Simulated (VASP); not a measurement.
# I (Fmmm) in VASP: settings compared, part 3 of 3

VASP 6.6.1. Earlier steps stand in the parts before.

## (6) Single point, PBE

Input file INCAR:

```
SYSTEM = I
PREC     = Accurate       ! precision mode
ENCUT    = 520            ! plane-wave cutoff, eV
EDIFF    = 1E-7           ! SCF threshold, eV
ISMEAR   = -1             ! smearing method
SIGMA    = 0.06           ! smearing width, eV
LREAL    = .FALSE.        ! projectors in reciprocal space
LASPH    = .TRUE.         ! aspherical terms in the spheres
NELM     = 80             ! most SCF steps
ALGO     = Normal         ! electronic algorithm
ISIF     = 2              ! what is computed and relaxed
LWAVE    = .FALSE.        ! write WAVECAR
LCHARG   = .FALSE.        ! write CHGCAR
GGA      = PE             ! functional
NBANDS   = 10             ! bands
```

Input file KPOINTS:

```
Automatic mesh
0
G
  4 4 4
  0 0 0
```

Input file POSCAR:

```
I
1.0
    0.0000000000      2.3656004428      3.9098401324
    2.1922454667      0.0000000000      3.9098401324
    2.1922454667      2.3656004428      0.0000000000
I
1
Direct
    0.0000000000      0.0000000000      0.0000000000
```

Potentials or basis: VASP PAW PBE potentials, release 64 (I).

Run with:

```console
cat potpaw_PBE.64/I/POTCAR > POTCAR
mpirun -np 1 vasp_std > vasp.out
```

OUTCAR:

```text
SYSTEM = I
   PREC = Accurate
   ENCUT = 520
   EDIFF = 1E-7
   ISMEAR = -1
   LREAL = .FALSE.
   LASPH = .TRUE.
   NELM = 80
   ISIF = 2
   GGA = PE

 ion  position               nearest neighbor table
   1  0.000  0.000  0.000-

  LATTYP: Found a face centered orthorhombic cell.
 ALAT       =     4.3844909334
 B/A-ratio  =     1.0790764441
 C/A-ratio  =     1.7834864717

  Lattice vectors:

 A1 = (   0.0000000000,   2.3656004428,   3.9098401324)
 A2 = (   2.1922454667,   0.0000000000,   3.9098401324)
 A3 = (   2.1922454667,   2.3656004428,   0.0000000000)

Analysis of symmetry for initial positions (statically):
=====================================================================
 Subroutine PRICEL returns:
 Original cell was already a primitive cell.

 Routine SETGRP: Setting up the symmetry group for a
 face centered orthorhombic supercell.

 Subroutine GETGRP returns: Found  8 space group operations
 (whereof  8 operations were pure point group operations)
 out of a pool of  8 trial point group operations.

The static configuration has the point symmetry D_2h.

Analysis of symmetry for dynamics (positions and initial velocities):
=====================================================================
 Subroutine PRICEL returns:
 Original cell was already a primitive cell.

 Routine SETGRP: Setting up the symmetry group for a
 face centered orthorhombic supercell.

 Subroutine GETGRP returns: Found  8 space group operations
 (whereof  8 operations were pure point group operations)
 out of a pool of  8 trial point group operations.

The dynamic configuration has the point symmetry D_2h.

 Subroutine INISYM returns: Found  8 space group operations
 (whereof  8 operations are pure point group operations),
 and found     1 'primitive' translations

[... 107 lines left out ...]
  Fermi-wavevector in a.u.,A,eV,Ry     =   0.911523  1.722529 11.304731  0.830874
  Thomas-Fermi vector in A             =   2.035812
   LORBIT       =      0    0 simple, 1 ext, 2 COOP (PROOUT), +10 PAW based schemes
   GGA     = PE    functional components
   LHFCALC =     F    Hartree Fock is set to
   AEXX    =    0.0000 exact exchange contribution
   IVDW    =     0    specifies the selected vdW correction
   LEPSILON=     F    determine dielectric tensor
   LRPA    =     F    only Hartree local field effects (RPA)
 non-spin polarized calculation
  energy-cutoff  :      520.00
  volume of cell :       40.55
 maximum number of plane-waves:      1104
 NGX is ok and might be reduce to    36
   NGX = 17   NGY = 17   NGZ = 11

 number of electron       7.0000000 magnetization

 Free energy of the ion-electron system (eV)
  ---------------------------------------------------
  ext. energy  EPLUGINS =         0.00000000
  ---------------------------------------------------
  free energy    TOTEN  =        -1.73996848 eV

  energy without entropy =       -1.73995958  energy(sigma->0) =       -1.73996403

 E-fermi :   3.5078     XC(G=0):  -8.2636

 val. band max:        2.9998146377   @ k =   0.5000   0.0000   0.5000
 cond. band min:       4.0269677927   @ k =   0.5000   0.5000   0.0000
 fundamental gap:      1.0271531549
 Fermi energy:         3.5077917879

 k-point     1 :       0.0000    0.0000    0.0000
  band No.  band energies     occupation
      1     -10.3967      2.00000
      2       1.5419      2.00000
      3       4.2491      0.00001
      4       4.5528      0.00000
      5       8.0339      0.00000
      6      10.9630      0.00000
      7      11.6876      0.00000
      8      15.6027      0.00000
      9      15.9229      0.00000
     10      15.9312      0.00000
[... 209 lines left out ...]
 k-point    18 :       0.0000    0.5000    0.5000
  band No.  band energies     occupation
      1      -7.6053      2.00000
      2      -0.5881      2.00000
      3      -0.2921      2.00000
      4       2.7094      2.00000
      5       7.4079      0.00000
      6       9.2435      0.00000
      7      13.7974      0.00000
      8      14.2263      0.00000
      9      15.5929      0.00000
     10      15.6931      0.00000

------------------------ aborting loop because EDIFF is reached ----------------------------------------

  FORCE on cell =-STRESS in cart. coord.  units (eV):
  Direction    XX          YY          ZZ          XY          YZ          ZX
  --------------------------------------------------------------------------------------
  -------------------------------------------------------------------------------------
  Total       -0.4476279     -0.6852568      0.2256188     -0.0000000      0.0000000      0.0000000
  in kB      -17.6851259    -27.0734994      8.9138693     -0.0000000      0.0000000      0.0000000
  external PRESSURE =     -11.9482520 kB  Pullay stress =       0.0000000 kB

 VOLUME and BASIS-vectors are now :
 -----------------------------------------------------------------------------
  energy-cutoff  :      520.00
  volume of cell :       40.55
      direct lattice vectors                 reciprocal lattice vectors
     0.000000000  2.365600443  3.909840132    -0.228076649  0.211362828  0.127882467
     2.192245467  0.000000000  3.909840132     0.228076649 -0.211362828  0.127882467
     2.192245467  2.365600443  0.000000000     0.228076649  0.211362828 -0.127882467

 POSITION                                       TOTAL-FORCE (eV/Angst)
 -----------------------------------------------------------------------------------
      0.00000      0.00000      0.00000        -0.000000      0.000000      0.000000
 -----------------------------------------------------------------------------------
    total drift:                                0.000000      0.000000      0.000000

  FREE ENERGIE OF THE ION-ELECTRON SYSTEM (eV)
  ---------------------------------------------------
  free  energy   TOTEN  =        -1.7399684830 eV

  energy  without entropy=       -1.7399595783  energy(sigma->0) =       -1.73996403
```

OSZICAR:

```text
N       E                     dE             d eps       ncg     rms          rms(c)
DAV:   1     0.213983564200E+02    0.21398E+02   -0.23272E+03   360   0.479E+02
DAV:   2    -0.675383565966E+00   -0.22074E+02   -0.21294E+02   440   0.838E+01
DAV:   3    -0.175675006930E+01   -0.10814E+01   -0.10803E+01   430   0.188E+01
DAV:   4    -0.176723702153E+01   -0.10487E-01   -0.10486E-01   478   0.235E+00
DAV:   5    -0.176739196182E+01   -0.15494E-03   -0.15494E-03   468   0.257E-01    0.526E+00
DAV:   6    -0.174738086685E+01    0.20011E-01   -0.17715E-02   396   0.642E-01    0.325E+00
DAV:   7    -0.174004986088E+01    0.73310E-02   -0.37306E-02   386   0.954E-01    0.161E-01
DAV:   8    -0.173996373896E+01    0.86122E-04   -0.19054E-03   412   0.261E-01    0.298E-02
DAV:   9    -0.173996688008E+01   -0.31411E-05   -0.25397E-05   490   0.359E-02    0.146E-02
DAV:  10    -0.173996823107E+01   -0.13510E-05   -0.21273E-06   420   0.903E-03    0.365E-03
DAV:  11    -0.173996838711E+01   -0.15603E-06   -0.25387E-07   440   0.273E-03    0.126E-03
DAV:  12    -0.173996848305E+01   -0.95944E-07   -0.77424E-08   394   0.162E-03
   1 F= -.17399685E+01 E0= -.17399640E+01  d E =-.890471E-05
```

It took 4 s on 1 thread of Intel Xeon 6975P-C (Granite Rapids), shared host; peak memory 0.17 GiB.

What came out:

```
Free energy : -1.7400 eV
Pressure    : -1.2 GPa
```

Caveat: the k points lie up to 0.53 Å⁻¹ apart; spin-orbit coupling is left out, which moves the levels of the heavy elements; an odd number of electrons without spin polarisation forces a metal; a magnetic or distorted state may lie lower.

## (7) Overview

```tsv
level	potentials or basis	cell	k mesh	smearing	grid for exact exchange (PRECFOCK)	share of exact exchange	screening parameter	gap on the mesh (eV)	pressure (GPa)
LDA	VASP PAW LDA potentials, release 64 (I)	a = 4.570, b = 4.482, c = 3.225 Å, angles 70.6, 67.7, 41.7°, 1 atom	15 × 15 × 15	fermi-dirac 0.05 eV	-	-	-	none	-2.3
PBEsol-based global hybrid	VASP PAW PBE potentials, release 64 (I)	a = 4.506, b = 4.349, c = 3.140 Å, angles 71.9, 66.6, 41.5°, 1 atom	5 × 5 × 5	fermi-dirac 0.05 eV	Normal	0.25	-	none	-0.3
PBEsol-based screened hybrid	VASP PAW PBE potentials, release 64 (I)	a = 4.570, b = 4.482, c = 3.225 Å, angles 70.6, 67.7, 41.7°, 1 atom	5 × 5 × 5	fermi-dirac 0.05 eV	Normal	0.25	0.207 1/Å	none	-2.2
HSE06	VASP PAW PBE potentials, release 64 (I)	a = 4.570, b = 4.482, c = 3.225 Å, angles 70.6, 67.7, 41.7°, 1 atom	5 × 5 × 5	gaussian 0.1 eV	Normal	-	0.2079 1/Å	none	-1.0
PBE	VASP PAW PBE potentials, release 64 (I)	a = 4.570, b = 4.482, c = 3.225 Å, angles 70.6, 67.7, 41.7°, 1 atom	4 × 4 × 4	fermi-dirac 0.06 eV	-	-	-	none	-1.2
```

Alike in all rows: task single point; no spin polarisation; cutoff (eV) 520.

Caveats: some runs use coarse meshes; spin-orbit coupling is left out, which moves the levels of the heavy elements; an odd number of electrons without spin polarisation forces a metal; a magnetic or distorted state may lie lower; the PAW data sets were made with another functional, which shifts forces and pressure a little (some runs).

Total energies depend on the potentials used, so only differences within one code and one set of settings carry meaning.
